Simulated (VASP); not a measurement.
Here is a VASP 6.6.1 calculation.

File INCAR:

```
  PREC = Accurate
  ENCUT = 520
  EDIFF = 1E-7
  ISMEAR = 0
  SIGMA = 0.05
  LREAL = F
  LASPH = T
  NELM = 150
  ALGO = Normal
  ISIF = 2
  LWAVE = F
  LCHARG = F
  ISPIN = 2
  MAGMOM = 0.5 0
  LORBIT = 11
  GGA = PS
  NBANDS = 15
```

KPOINTS

```
regular mesh
0
Gamma
  1 1 15
```

Contents of POSCAR:

```
NaH
1.0
    9.0000000000      0.0000000000      0.0000000000
    0.0000000000      9.3000000000      0.0000000000
    0.0000000000      0.0000000000      4.0141999936
Na H
1 1
Direct
    0.5000000000      0.5000000000     -0.0175201778
    0.5000000000      0.5000000000      0.4825201778
```

Potentials or basis: VASP PAW PBE potentials, release 64 (Na_pv, H).

Launch:

```bash
$ cat potpaw_PBE.64/Na_pv/POTCAR potpaw_PBE.64/H/POTCAR > POTCAR
$ mpirun -np 1 vasp_std > vasp.out
```

(1) Predict the band gap on the k mesh.

(2) Predict the net moment.

Results:

(1) 3.91 eV (least direct gap 4.44 eV).

(2) 0.00 μB per cell.
